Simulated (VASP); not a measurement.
# Hf4O7 in VASP: single point with PBE

Aim: the single point of Hf4O7 with PBE.

All numbers are computed with VASP 6.6.1; they aren't measurements. Logs are shortened: lines on timing, memory, paths and dates and some standing lists are left out, and cuts for length are marked.

**1. The cell of the first run**

The typed cell holds 11 atoms: a = 5.103 Å, b = 5.103 Å, c = 5.103 Å, α = 89.53°, β = 89.53°, γ = 90.45°.

**2. Single point, PBE**

Input file INCAR:

```
SYSTEM = Hf4O7
PREC = Accurate
ENCUT = 520
EDIFF = 1E-7
ISMEAR = 0
SIGMA = 0.05
LREAL = .False.
LASPH = .True.
NELM = 60
ALGO = Normal
ISIF = 2
LWAVE = .False.
LCHARG = .False.
GGA = PE
NBANDS = 52
```

Input file KPOINTS:

```
regular mesh
0
Gamma
  6 6 6
  0 0 0
```

Input file POSCAR:

```
Hf4O7
1.0
    5.1028392249     -0.0202636234      0.0208410421
   -0.0202636234      5.1028234413      0.0210008923
    0.0208410421      0.0210008923      5.1027755628
Hf O
4 7
Direct
    0.0000455527     -0.0019268244     -0.0061963728
    0.0000562167      0.5047565084      0.5005032041
    0.5067250904     -0.0019149333      0.5005146184
    0.4888906267      0.4868942148      0.0117846680
    0.2207597952      0.2187777786      0.7093835995
    0.2208100920      0.7891960101      0.2797967371
    0.2772773467      0.7221816035      0.7763884812
    0.7911653825      0.2188248085      0.2797911766
    0.7241644126      0.2753007051      0.7763756320
    0.7242203406      0.7222350335      0.2232829802
    0.7905834640      0.7886026565      0.7100039457
```

Potentials or basis: VASP PAW PBE potentials, release 64 (Hf_pv, O).

Started as:

```bash
$ cat potpaw_PBE.64/Hf_pv/POTCAR potpaw_PBE.64/O/POTCAR > POTCAR
$ mpirun -np 1 vasp_std > vasp.out
```

OUTCAR:

```text
SYSTEM = Hf4O7
   PREC = Accurate
   ENCUT = 520
   EDIFF = 1E-7
   ISMEAR = 0
   LREAL = .False.
   LASPH = .True.
   NELM = 60
   ISIF = 2
   GGA = PE

 ion  position               nearest neighbor table
   1  0.000  0.998  0.994-  11 2.10   6 2.13   8 2.13   5 2.14   9 2.29   7 2.29  10 2.29   4 3.52
                             3 3.57   2 3.57   2 3.59   3 3.59   2 3.59   3 3.59   4 3.62   4 3.62
   2  0.000  0.505  0.501-  11 2.10   5 2.13   8 2.13   6 2.14  10 2.29   7 2.29   9 2.29   4 3.52
                             3 3.57   1 3.57   1 3.59   1 3.59   3 3.59   3 3.59   4 3.62   4 3.63
   3  0.507  0.998  0.501-  11 2.10   5 2.13   6 2.13   8 2.14  10 2.29   9 2.29   7 2.29   4 3.51
                             2 3.57   1 3.57   1 3.59   1 3.59   2 3.59   2 3.59   4 3.62   4 3.63
   4  0.489  0.487  0.012-   7 2.02   9 2.02  10 2.02   8 2.48   6 2.48   5 2.48  11 2.65   3 3.51
                             2 3.52   1 3.52   1 3.62   2 3.62   1 3.62   3 3.62   3 3.63   2 3.63
   5  0.221  0.219  0.709-   3 2.13   2 2.13   1 2.14   4 2.48
   6  0.221  0.789  0.280-   1 2.13   3 2.13   2 2.14   4 2.48
   7  0.277  0.722  0.776-   4 2.02   1 2.29   2 2.29   3 2.29
   8  0.791  0.219  0.280-   1 2.13   2 2.13   3 2.14   4 2.48
   9  0.724  0.275  0.776-   4 2.02   1 2.29   3 2.29   2 2.29
  10  0.724  0.722  0.223-   4 2.02   2 2.29   3 2.29   1 2.29
  11  0.791  0.789  0.710-   3 2.10   2 2.10   1 2.10   4 2.65

  LATTYP: Found a triclinic cell.
 ALAT       =     7.1871041987
 B/A-ratio  =     0.7100024150
 C/A-ratio  =     1.0080764339
 COS(alpha) =     0.0000442043
 COS(beta)  =     0.5040710846
 COS(gamma) =     0.7042145138

  Lattice vectors:

 A1 = (  -5.0819981828,   0.0412645157,   5.0819345207)
 A2 = (   0.0208410421,   0.0210008923,   5.1027755628)
 A3 = (  -5.1231028483,   5.1230870647,   0.0001598502)

Analysis of symmetry for initial positions (statically):
=====================================================================
 Subroutine PRICEL returns:
 Original cell was already a primitive cell.

 Routine SETGRP: Setting up the symmetry group for a
 triclinic supercell.

 Subroutine GETGRP returns: Found  1 space group operations
 (whereof  1 operations were pure point group operations)
 out of a pool of  2 trial point group operations.

The static configuration has the point symmetry C_1 .

Analysis of symmetry for dynamics (positions and initial velocities):
=====================================================================
 Subroutine PRICEL returns:
 Original cell was already a primitive cell.

 Routine SETGRP: Setting up the symmetry group for a
 triclinic supercell.

 Subroutine GETGRP returns: Found  1 space group operations
 (whereof  1 operations were pure point group operations)
 out of a pool of  2 trial point group operations.

The dynamic configuration has the point symmetry C_1 .

 Subroutine INISYM returns: Found  1 space group operations
 (whereof  1 operations are pure point group operations),
 and found     1 'primitive' translations

----------------------------------------------------------------------------------------

                                     Primitive cell

  volume of cell :     132.8640

  direct lattice vectors                    reciprocal lattice vectors
     5.102839225 -0.020263623  0.020841042     0.195975719  0.000781539 -0.000803632
    -0.020263623  5.102823441  0.021000892     0.000781539  0.195976375 -0.000809749
     0.020841042  0.021000892  5.102775563    -0.000803632 -0.000809749  0.195978393

  length of vectors
     5.102922018  5.102906890  5.102861338     0.195978925  0.195979607  0.195981713

  position of ions in fractional coordinates (direct lattice)
     0.000045553  0.998073176  0.993803627
     0.000056217  0.504756508  0.500503204
     0.506725090  0.998085067  0.500514618
     0.488890627  0.486894215  0.011784668
     0.220759795  0.218777779  0.709383600
     0.220810092  0.789196010  0.279796737
     0.277277347  0.722181603  0.776388481
     0.791165382  0.218824809  0.279791177
     0.724164413  0.275300705  0.776375632
     0.724220341  0.722235033  0.223282980
     0.790583464  0.788602656  0.710003946

  ion indices of the primitive-cell ions
   primitive index   ion index
                 1           1
                 2           2
                 3           3
                 4           4
                 5           5
                 6           6
                 7           7
                 8           8
                 9           9
                10          10
                11          11

----------------------------------------------------------------------------------------

 KPOINTS: regular mesh

Automatic generation of k-mesh.
 Grid dimensions read from file:
 generate k-points for:    6    6    6

 Generating k-lattice:

  Cartesian coordinates                     Fractional coordinates (reciprocal lattice)
     0.032662620  0.000130256 -0.000133939     0.166666667  0.000000000  0.000000000
     0.000130256  0.032662729 -0.000134958     0.000000000  0.166666667 -0.000000000
    -0.000133939 -0.000134958  0.032663065     0.000000000  0.000000000  0.166666667

  Length of vectors
     0.032663154  0.032663268  0.032663619

  Shift w.r.t. Gamma in fractional coordinates (k-lattice)
     0.000000000  0.000000000  0.000000000

 Subroutine IBZKPT returns following result:
 ===========================================

 Found    112 irreducible k-points:

 Following reciprocal coordinates:
            Coordinates               Weight
  0.000000  0.000000  0.000000      1.000000
  0.166667 -0.000000  0.000000      2.000000
  0.333333 -0.000000  0.000000      2.000000
  0.500000 -0.000000 -0.000000      1.000000
 -0.000000  0.166667  0.000000      2.000000
  0.166667  0.166667 -0.000000      2.000000
[... 16 lines left out ...]
  0.333333 -0.000000  0.166667      2.000000
  0.500000 -0.000000  0.166667      2.000000
 [... further k-points ...]
   k-points           NKPTS =    112   k-points in BZ     NKDIM =    112   number of bands    NBANDS=     52
   number of dos      NEDOS =    301   number of ions     NIONS =     11
   total plane-waves  NPLWV =  64000
   dimension x,y,z NGX =    40 NGY =   40 NGZ =   40
   dimension x,y,z NGXF=    80 NGYF=   80 NGZF=   80
   ions per type =               4   7
   NGX,Y,Z   is equivalent  to a cutoff of  13.03, 13.03, 13.03 a.u.
   NGXF,Y,Z  is equivalent  to a cutoff of  26.06, 26.06, 26.06 a.u.
 SYSTEM =  Hf4O7
   PREC   = accura    normal or accurate (medium, high low for compatibility)
   ISTART =      0    job   : 0-new  1-cont  2-samecut
   ICHARG =      2    charge: 1-file 2-atom 10-const
   ISPIN  =      1    spin polarized calculation?
   LNONCOLLINEAR =      F non collinear calculations
   LSORBIT =      F    spin-orbit coupling
   LASPH  =      T    aspherical Exc in radial PAW
   ENCUT  =  520.0 eV  38.22 Ry    6.18 a.u.   9.49  9.49  9.49*2*pi/ulx,y,z
   NELM   =     60;   NELMIN=  2; NELMDL= -5     # of ELM steps
   EDIFF  = 0.1E-06   stopping-criterion for ELM
   LREAL  =      F    real-space projection
   EDIFFG = 0.1E-05   stopping-criterion for IOM
   NSW    =      0    number of steps for IOM
   IBRION =     -1    ionic relax: 0-MD 1-quasi-New 2-CG
   NFREE  =      0    steps in history (QN), initial steepest desc. (CG)
   ISIF   =      2    stress and relaxation
   ISYM   =      2    0-nonsym 1-usesym 2-fastsym
   POTIM  = 0.5000    time-step for ionic-motion
   TEBEG  =    0.0;   TEEND  =   0.0 temperature during run
   PSTRESS=    0.0 pullay stress
   NELECT =      82.0000    total number of electrons
   NUPDOWN=      -1.0000    fix difference up-down
   EMIN   =  10.00;   EMAX   =-10.00  energy-range for DOS
   EFERMI =   0.00;   METHOD = LEGACY
   ISMEAR =     0;   SIGMA  =   0.05  broadening in eV -4-tet -1-fermi 0-gaus
   EFERMI_NEDOS =   21; number of points for ismear=-14 and -15
   IALGO  =     38    algorithm
   IMIX   =      4    mixing-type and parameters
     AMIX     =   0.40;   BMIX     =  1.00
     AMIX_MAG =   1.60;   BMIX_MAG =  1.00
  volume/ion in A,a.u.               =      12.08        81.51
  Fermi-wavevector in a.u.,A,eV,Ry     =   1.393832  2.633960 26.432945  1.942767
  Thomas-Fermi vector in A             =   2.517440
   LORBIT       =      0    0 simple, 1 ext, 2 COOP (PROOUT), +10 PAW based schemes
   GGA     = PE    functional components
   LHFCALC =     F    Hartree Fock is set to
   AEXX    =    0.0000 exact exchange contribution
   IVDW    =     0    specifies the selected vdW correction
   LEPSILON=     F    determine dielectric tensor
   LRPA    =     F    only Hartree local field effects (RPA)
 non-spin polarized calculation
 Gauss-broadening in eV      SIGMA  =   0.05
  energy-cutoff  :      520.00
  volume of cell :      132.86
 maximum number of plane-waves:      3623
 NGX is ok and might be reduce to    40
   NGX = 19   NGY = 19   NGZ = 19

 number of electron      82.0000012 magnetization

 Free energy of the ion-electron system (eV)
  ---------------------------------------------------
  ext. energy  EPLUGINS =         0.00000000
  ---------------------------------------------------
  free energy    TOTEN  =      -110.24136884 eV

  energy without entropy =     -110.24136884  energy(sigma->0) =     -110.24136884

 E-fermi :   6.3926     XC(G=0): -11.4756

 val. band max:        6.1077101850   @ k =   0.5000   0.5000   0.5000
 cond. band min:       7.0060649557   @ k =   0.1667   0.0000   0.1667
 fundamental gap:      0.8983547707
 Fermi energy:         6.3925878748

 k-point     1 :       0.0000    0.0000    0.0000
  band No.  band energies     occupation
      1     -26.4322      2.00000
      2     -26.4319      2.00000
      3     -26.3242      2.00000
      4     -26.1978      2.00000
      5     -26.1548      2.00000
      6     -26.1546      2.00000
[... 44 lines left out ...]
     51      10.0149      0.00000
     52      10.0162      0.00000
[... 1263 lines left out ...]
     51      10.3277      0.00000
     52      10.5803      0.00000

 [... further k-points ...]

------------------------ aborting loop because EDIFF is reached ----------------------------------------

  FORCE on cell =-STRESS in cart. coord.  units (eV):
  Direction    XX          YY          ZZ          XY          YZ          ZX
  --------------------------------------------------------------------------------------
  -------------------------------------------------------------------------------------
  Total       -2.4462905     -2.4447773     -2.4415432      0.0649067     -0.0751493     -0.0726553
  in kB      -29.4992672    -29.4810196    -29.4420202      0.7826948     -0.9062090     -0.8761335
  external PRESSURE =     -29.4741023 kB  Pullay stress =       0.0000000 kB

 VOLUME and BASIS-vectors are now :
 -----------------------------------------------------------------------------
  energy-cutoff  :      520.00
  volume of cell :      132.86
      direct lattice vectors                 reciprocal lattice vectors
     5.102839225 -0.020263623  0.020841042     0.195975719  0.000781539 -0.000803632
    -0.020263623  5.102823441  0.021000892     0.000781539  0.195976375 -0.000809749
     0.020841042  0.021000892  5.102775563    -0.000803632 -0.000809749  0.195978393

 POSITION                                       TOTAL-FORCE (eV/Angst)
 -----------------------------------------------------------------------------------
      0.00072      5.11386      5.09212        -0.062861     -0.063201     -0.052055
      0.00049      2.58619      2.56456        -0.062773      0.051971      0.063362
      2.57594      5.09330      2.58554         0.051733     -0.062963      0.062953
      2.48511      2.47488      0.08055         0.089597      0.089608     -0.089732
      1.13685      1.12681      3.62902        -0.009612     -0.010129     -0.002457
      1.11660      4.02853      1.44892        -0.009722      0.002664      0.009764
      1.41645      3.69585      3.98268         0.009010     -0.015913      0.016050
      4.03859      1.10647      1.44880         0.002465     -0.009918      0.009393
      3.70590      1.40644      3.98254        -0.016192      0.009347      0.016384
      3.68560      3.67545      1.16962        -0.016329     -0.016147     -0.008743
      4.03304      4.02299      3.65603         0.024684      0.024681     -0.024920
 -----------------------------------------------------------------------------------
    total drift:                               -0.000101      0.000376     -0.000040

  FREE ENERGIE OF THE ION-ELECTRON SYSTEM (eV)
  ---------------------------------------------------
  free  energy   TOTEN  =      -110.2413688415 eV

  energy  without entropy=     -110.2413688415  energy(sigma->0) =     -110.24136884
```

It took 17 min on 1 thread of Oxide Virtual Turin-like, shared host; peak memory 0.6 GiB.

Results:

| Item | Value |
| --- | --- |
| Free energy | -110.2414 eV |
| Pressure | -2.9 GPa |
| Largest force | 0.155 eV/Å |
| Band gap on the k mesh | 0.90 eV (least direct gap 1.33 eV) |

Forces on the atoms (eV/Å):
```
Hf  -0.063 -0.063 -0.052
Hf  -0.063  0.052  0.063
Hf   0.052 -0.063  0.063
Hf   0.090  0.090 -0.090
O   -0.010 -0.010 -0.002
O   -0.010  0.003  0.010
O    0.009 -0.016  0.016
O    0.002 -0.010  0.009
O   -0.016  0.009  0.016
O   -0.016 -0.016 -0.009
O    0.025  0.025 -0.025
```

Levels at points of the mesh, in eV from the valence-band top:
```
           k point  band 37  band 38  band 39  band 40  band 41  band 42  band 43  band 44  band 45  band 46
(0.00, 0.00, 0.00)    -3.80    -3.36    -3.36    -3.22    -1.41     0.93     0.93     1.96     1.96     2.94
(0.50, 0.00, 0.00)    -3.51    -3.45    -3.29    -3.17    -0.67     1.13     1.47     2.21     2.22     2.49
(0.00, 0.50, 0.00)    -3.51    -3.45    -3.29    -3.17    -0.67     1.13     1.47     2.21     2.22     2.49
(0.50, 0.50, 0.00)    -4.30    -3.70    -3.63    -3.46    -0.34     0.99     1.23     2.07     2.27     2.67
(0.00, 0.00, 0.50)    -3.51    -3.45    -3.29    -3.17    -0.67     1.13     1.47     2.21     2.22     2.49
(0.50, 0.00, 0.50)    -4.30    -3.70    -3.63    -3.46    -0.34     0.99     1.23     2.07     2.27     2.67
(0.00, 0.50, 0.50)    -4.30    -3.70    -3.63    -3.46    -0.34     0.99     1.23     2.07     2.27     2.67
(0.50, 0.50, 0.50)    -4.41    -4.15    -4.09    -4.09     0.00     1.72     1.72     1.94     2.26     2.26
```

Caveat: spin-orbit coupling is left out, which moves the levels of the heavy elements. A k mesh can miss the band edges.
